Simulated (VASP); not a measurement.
# TiSi2 (Fddd) in VASP: single point with PBE

Aim: the single point of TiSi2 with PBE.

Everything below comes from runs of VASP 6.6.1. Logs are shortened: lines on timing, memory, paths and dates and some standing lists are left out, and cuts for length are marked.

## (1) The cell of the first run

The structure is orthorhombic, space group Fddd (No. 70). Conventional cell: a = 4.773 Å, b = 8.236 Å, c = 8.523 Å, α = 90.00°, β = 90.00°, γ = 90.00°. Within 3.3 Å of Ti (site symmetry 222) lie 10 Si at 2.54 to 2.75 Å and 4 Ti at 3.19 Å. Si (site symmetry 2) has 5 Ti at 2.54 to 2.75 Å and 9 Si at 2.54 to 3.19 Å within 3.3 Å.

## (2) Single point, PBE

INCAR reads:

```
PREC     = Accurate       # precision mode
ENCUT    = 520            # plane-wave cutoff, eV
EDIFF    = 1E-7           # SCF threshold, eV
ISMEAR   = 0              # smearing method
SIGMA    = 0.1            # smearing width, eV
LREAL    = F              # projectors in reciprocal space
LASPH    = T              # aspherical terms in the spheres
NELM     = 100            # most SCF steps
ALGO     = Normal         # electronic algorithm
ISIF     = 2              # what is computed and relaxed
LWAVE    = F              # write WAVECAR
LCHARG   = T              # write CHGCAR
GGA      = PE             # functional
LELF     = T              # ELF
LVHAR    = T            
NBANDS   = 29             # bands
```

KPOINTS reads:

```
regular mesh
0
Gamma
  6 6 6
```

POSCAR reads:

```
TiSi2
1.0
    0.0000000000      4.1180000300      4.2614998800
    2.3864998800      0.0000000000      4.2614998800
    2.3864998800      4.1180000300      0.0000000000
Ti Si
2 4
Direct
    0.7500000000      0.7500000000      0.7500000000
    0.5000000000      0.5000000000      0.5000000000
    0.0830000000      0.4170000000      0.0830000000
    0.4170000000      0.0830000000      0.4170000000
    0.1670000000      0.8330000000      0.1670000000
    0.8330000000      0.1670000000      0.8330000000
```

Potentials or basis: VASP PAW PBE potentials, release 64 (Ti_sv, Si).

On the command line:

```
$ cat potpaw_PBE.64/Ti_sv/POTCAR potpaw_PBE.64/Si/POTCAR > POTCAR
$ mpirun -np 1 vasp_std > vasp.out
```

OUTCAR:

```text
PREC = Accurate
   ENCUT = 520
   EDIFF = 1E-7
   ISMEAR = 0
   LREAL = F
   LASPH = T
   NELM = 100
   ISIF = 2
   GGA = PE

 ion  position               nearest neighbor table
   1  0.750  0.750  0.750-   6 2.54   5 2.54   6 2.54   5 2.54   3 2.74   4 2.74   4 2.75   4 2.75
                             3 2.75   3 2.75
   2  0.500  0.500  0.500-   3 2.54   4 2.54   3 2.54   4 2.54   5 2.74   6 2.74   5 2.75   5 2.75
                             6 2.75   6 2.75
   3  0.083  0.417  0.083-   2 2.54   2 2.54   5 2.54   5 2.54   1 2.74   4 2.75   4 2.75   4 2.75
                             1 2.75   1 2.75
   4  0.417  0.083  0.417-   2 2.54   2 2.54   6 2.54   6 2.54   1 2.74   3 2.75   3 2.75   3 2.75
                             1 2.75   1 2.75
   5  0.167  0.833  0.167-   1 2.54   1 2.54   3 2.54   3 2.54   2 2.74   6 2.75   6 2.75   6 2.75
                             2 2.75   2 2.75
   6  0.833  0.167  0.833-   1 2.54   1 2.54   4 2.54   4 2.54   2 2.74   5 2.75   5 2.75   5 2.75
                             2 2.75   2 2.75

  LATTYP: Found a face centered orthorhombic cell.
 ALAT       =     4.7729997600
 B/A-ratio  =     1.7255395923
 C/A-ratio  =     1.7856694298

  Lattice vectors:

 A1 = (   0.0000000000,   4.1180000300,   4.2614998800)
 A2 = (   2.3864998800,   0.0000000000,   4.2614998800)
 A3 = (   2.3864998800,   4.1180000300,   0.0000000000)

Analysis of symmetry for initial positions (statically):
=====================================================================
 Subroutine PRICEL returns:
 Original cell was already a primitive cell.

 Routine SETGRP: Setting up the symmetry group for a
 face centered orthorhombic supercell.

 Subroutine GETGRP returns: Found  8 space group operations
 (whereof  4 operations were pure point group operations)
 out of a pool of  8 trial point group operations.

The static configuration has the point symmetry D_2 .
 The point group associated with its full space group is D_2h.

Analysis of symmetry for dynamics (positions and initial velocities):
=====================================================================
 Subroutine PRICEL returns:
 Original cell was already a primitive cell.

 Routine SETGRP: Setting up the symmetry group for a
 face centered orthorhombic supercell.

 Subroutine GETGRP returns: Found  8 space group operations
 (whereof  4 operations were pure point group operations)
 out of a pool of  8 trial point group operations.

The dynamic configuration has the point symmetry D_2 .
 The point group associated with its full space group is D_2h.

 Subroutine INISYM returns: Found  8 space group operations
 (whereof  4 operations are pure point group operations),
 and found     1 'primitive' translations

----------------------------------------------------------------------------------------

                                     Primitive cell

  volume of cell :      83.7607

  direct lattice vectors                    reciprocal lattice vectors
     0.000000000  4.118000030  4.261499880    -0.209511848  0.121418163  0.117329582
     2.386499880  0.000000000  4.261499880     0.209511848 -0.121418163  0.117329582
     2.386499880  4.118000030  0.000000000     0.209511848  0.121418163 -0.117329582

  length of vectors
     5.926069986  4.884236164  4.759548920     0.269079571  0.269079571  0.269079571

  position of ions in fractional coordinates (direct lattice)
     0.750000000  0.750000000  0.750000000
     0.500000000  0.500000000  0.500000000
     0.083000000  0.417000000  0.083000000
     0.417000000  0.083000000  0.417000000
     0.167000000  0.833000000  0.167000000
     0.833000000  0.167000000  0.833000000

  ion indices of the primitive-cell ions
   primitive index   ion index
                 1           1
                 2           2
                 3           3
                 4           4
                 5           5
                 6           6

----------------------------------------------------------------------------------------

 KPOINTS: regular mesh

Automatic generation of k-mesh.
 Grid dimensions read from file:
 generate k-points for:    6    6    6

 Generating k-lattice:

  Cartesian coordinates                     Fractional coordinates (reciprocal lattice)
    -0.034918641  0.020236361  0.019554930     0.166666667  0.000000000  0.000000000
     0.034918641 -0.020236361  0.019554930     0.000000000  0.166666667  0.000000000
     0.034918641  0.020236361 -0.019554930     0.000000000  0.000000000  0.166666667

  Length of vectors
     0.044846595  0.044846595  0.044846595

  Shift w.r.t. Gamma in fractional coordinates (k-lattice)
     0.000000000  0.000000000  0.000000000

 Subroutine IBZKPT returns following result:
 ===========================================

 Found     46 irreducible k-points:

 Following reciprocal coordinates:
            Coordinates               Weight
  0.000000  0.000000  0.000000      1.000000
  0.166667  0.000000  0.000000      8.000000
  0.333333  0.000000  0.000000      8.000000
  0.500000  0.000000  0.000000      4.000000
  0.166667  0.166667  0.000000      2.000000
  0.333333  0.166667  0.000000      8.000000
[... 16 lines left out ...]
 -0.166667  0.166667  0.166667      8.000000
  0.500000  0.333333  0.166667      4.000000
 [... further k-points ...]
   k-points           NKPTS =     46   k-points in BZ     NKDIM =     46   number of bands    NBANDS=     29
   number of dos      NEDOS =    301   number of ions     NIONS =      6
   total plane-waves  NPLWV =  62208
   dimension x,y,z NGX =    48 NGY =   36 NGZ =   36
   dimension x,y,z NGXF=    96 NGYF=   72 NGZF=   72
   ions per type =               2   4
   NGX,Y,Z   is equivalent  to a cutoff of  13.47, 12.25, 12.57 a.u.
   NGXF,Y,Z  is equivalent  to a cutoff of  26.93, 24.51, 25.15 a.u.
 SYSTEM =  unknown system
   PREC   = accura    normal or accurate (medium, high low for compatibility)
   ISTART =      0    job   : 0-new  1-cont  2-samecut
   ICHARG =      2    charge: 1-file 2-atom 10-const
   ISPIN  =      1    spin polarized calculation?
   LNONCOLLINEAR =      F non collinear calculations
   LSORBIT =      F    spin-orbit coupling
   LASPH  =      T    aspherical Exc in radial PAW
   ENCUT  =  520.0 eV  38.22 Ry    6.18 a.u.  11.02  9.08  8.85*2*pi/ulx,y,z
   NELM   =    100;   NELMIN=  2; NELMDL= -5     # of ELM steps
   EDIFF  = 0.1E-06   stopping-criterion for ELM
   LREAL  =      F    real-space projection
   EDIFFG = 0.1E-05   stopping-criterion for IOM
   NSW    =      0    number of steps for IOM
   IBRION =     -1    ionic relax: 0-MD 1-quasi-New 2-CG
   NFREE  =      0    steps in history (QN), initial steepest desc. (CG)
   ISIF   =      2    stress and relaxation
   ISYM   =      2    0-nonsym 1-usesym 2-fastsym
   POTIM  = 0.5000    time-step for ionic-motion
   TEBEG  =    0.0;   TEEND  =   0.0 temperature during run
   PSTRESS=    0.0 pullay stress
   NELECT =      40.0000    total number of electrons
   NUPDOWN=      -1.0000    fix difference up-down
   EMIN   =  10.00;   EMAX   =-10.00  energy-range for DOS
   EFERMI =   0.00;   METHOD = LEGACY
   ISMEAR =     0;   SIGMA  =   0.10  broadening in eV -4-tet -1-fermi 0-gaus
   EFERMI_NEDOS =   21; number of points for ismear=-14 and -15
   IALGO  =     38    algorithm
   IMIX   =      4    mixing-type and parameters
     AMIX     =   0.40;   BMIX     =  1.00
     AMIX_MAG =   1.60;   BMIX_MAG =  1.00
  volume/ion in A,a.u.               =      13.96        94.21
  Fermi-wavevector in a.u.,A,eV,Ry     =   1.279621  2.418133 22.278592  1.637430
  Thomas-Fermi vector in A             =   2.412096
   LORBIT       =      0    0 simple, 1 ext, 2 COOP (PROOUT), +10 PAW based schemes
   GGA     = PE    functional components
   LHFCALC =     F    Hartree Fock is set to
   AEXX    =    0.0000 exact exchange contribution
   IVDW    =     0    specifies the selected vdW correction
   LEPSILON=     F    determine dielectric tensor
   LRPA    =     F    only Hartree local field effects (RPA)
 non-spin polarized calculation
 Gauss-broadening in eV      SIGMA  =   0.10
  energy-cutoff  :      520.00
  volume of cell :       83.76
 maximum number of plane-waves:      2276
 NGX is ok and might be reduce to    48
   NGX = 23   NGY = 19   NGZ = 17

 number of electron      40.0000003 magnetization

 Free energy of the ion-electron system (eV)
  ---------------------------------------------------
  ext. energy  EPLUGINS =         0.00000000
  ---------------------------------------------------
  free energy    TOTEN  =       -40.71333066 eV

  energy without entropy =      -40.70410894  energy(sigma->0) =      -40.70871980

 E-fermi :  10.2907     XC(G=0): -11.7437

 val. band max:       10.2798358946   @ k =  -0.3333   0.1667  -0.0000
 cond. band min:      10.3066892826   @ k =   0.0000   0.3333   0.3333
 fundamental gap:      0.0268533881
 Fermi energy:        10.2906883447

 k-point     1 :       0.0000    0.0000    0.0000
  band No.  band energies     occupation
      1     -46.0383      2.00000
      2     -46.0095      2.00000
      3     -22.4307      2.00000
      4     -22.4043      2.00000
      5     -22.3322      2.00000
      6     -22.3173      2.00000
[... 21 lines left out ...]
     28      13.9415      0.00000
     29      14.0804      0.00000

 k-point     2 :       0.1667    0.0000    0.0000
  band No.  band energies     occupation
      1     -46.0368      2.00000
      2     -46.0109      2.00000
      3     -22.4294      2.00000
      4     -22.4036      2.00000
      5     -22.3397      2.00000
      6     -22.3172      2.00000
[... 21 lines left out ...]
     28      14.0950      0.00000
     29      14.2496      0.00000

 k-point     3 :       0.3333    0.0000    0.0000
  band No.  band energies     occupation
      1     -46.0333      2.00000
      2     -46.0143      2.00000
      3     -22.4296      2.00000
      4     -22.3981      2.00000
      5     -22.3578      2.00000
      6     -22.3140      2.00000
[... 21 lines left out ...]
     28      14.3659      0.00000
     29      14.7199      0.00000

 k-point     4 :       0.5000    0.0000    0.0000
  band No.  band energies     occupation
      1     -46.0309      2.00000
      2     -46.0167      2.00000
      3     -22.4307      2.00000
      4     -22.3914      2.00000
      5     -22.3707      2.00000
      6     -22.3079      2.00000
[... 21 lines left out ...]
     28      14.5823      0.00000
     29      14.8619      0.00000

 k-point     5 :       0.1667    0.1667    0.0000
  band No.  band energies     occupation
      1     -46.0364      2.00000
      2     -46.0114      2.00000
      3     -22.4233      2.00000
      4     -22.4020      2.00000
      5     -22.3422      2.00000
      6     -22.3132      2.00000
[... 21 lines left out ...]
     28      14.2299      0.00000
     29      14.5405      0.00000
[... 510 lines left out ...]
     28      14.2078      0.00000
     29      15.2131      0.00000

 k-point    22 :      -0.3333    0.1667    0.1667
  band No.  band energies     occupation
      1     -46.0299      2.00000
      2     -46.0176      2.00000
      3     -22.4347      2.00000
      4     -22.4117      2.00000
      5     -22.3509      2.00000
      6     -22.3192      2.00000
[... 21 lines left out ...]
     28      14.1202      0.00000
     29      14.3535      0.00000

 k-point    23 :      -0.1667    0.1667    0.1667
  band No.  band energies     occupation
      1     -46.0332      2.00000
      2     -46.0144      2.00000
      3     -22.4355      2.00000
      4     -22.4182      2.00000
      5     -22.3372      2.00000
      6     -22.3251      2.00000
[... 21 lines left out ...]
     28      14.6421      0.00000
     29      15.2151      0.00000

 k-point    24 :       0.5000    0.3333    0.1667
  band No.  band energies     occupation
      1     -46.0300      2.00000
      2     -46.0176      2.00000
      3     -22.4244      2.00000
      4     -22.3863      2.00000
      5     -22.3696      2.00000
      6     -22.3240      2.00000
[... 21 lines left out ...]
     28      14.3003      0.00000
     29      14.8896      0.00000

 [... further k-points ...]

------------------------ aborting loop because EDIFF is reached ----------------------------------------

  FORCE on cell =-STRESS in cart. coord.  units (eV):
  Direction    XX          YY          ZZ          XY          YZ          ZX
  --------------------------------------------------------------------------------------
  -------------------------------------------------------------------------------------
  Total        1.6171608      1.1576428      0.6792279      0.0000000      0.0000000      0.0000000
  in kB       30.9331066     22.1434321     12.9922944      0.0000000      0.0000000      0.0000000
  external PRESSURE =      22.0229444 kB  Pullay stress =       0.0000000 kB

 VOLUME and BASIS-vectors are now :
 -----------------------------------------------------------------------------
  energy-cutoff  :      520.00
  volume of cell :       83.76
      direct lattice vectors                 reciprocal lattice vectors
     0.000000000  4.118000030  4.261499880    -0.209511848  0.121418163  0.117329582
     2.386499880  0.000000000  4.261499880     0.209511848 -0.121418163  0.117329582
     2.386499880  4.118000030  0.000000000     0.209511848  0.121418163 -0.117329582

 POSITION                                       TOTAL-FORCE (eV/Angst)
 -----------------------------------------------------------------------------------
      3.57975      6.17700      6.39225        -0.000000     -0.000000      0.000000
      2.38650      4.11800      4.26150         0.000000     -0.000000     -0.000000
      1.19325      0.68359      2.13075         0.000000      0.167780      0.000000
      1.19325      3.43441      2.13075         0.000000     -0.167780      0.000000
      2.38650      1.37541      4.26150         0.000000     -0.167780     -0.000000
      2.38650      6.86059      4.26150         0.000000      0.167780     -0.000000
 -----------------------------------------------------------------------------------
    total drift:                               -0.000000     -0.000000      0.000000

  FREE ENERGIE OF THE ION-ELECTRON SYSTEM (eV)
  ---------------------------------------------------
  free  energy   TOTEN  =       -40.7133306590 eV

  energy  without entropy=      -40.7041089388  energy(sigma->0) =      -40.70871980
```

It took 3.6 min on 1 thread of AMD EPYC 7R13 (Zen 3), shared host; peak memory 0.25 GiB.

What came out:

```yaml
Free_energy: -40.7133 eV
Pressure: 2.2 GPa
Largest_force: 0.168 eV/Å
Band_gap_on_the_k_mesh: zero (band 20 reaches 10.84 eV, above the bottom of band 21 at 9.09 eV)
```

Forces in eV/Å, atoms in the order of the input:
```
Ti   0.000  0.000  0.000
Ti   0.000  0.000  0.000
Si   0.000  0.168  0.000
Si   0.000 -0.168  0.000
Si   0.000 -0.168  0.000
Si   0.000  0.168  0.000
```
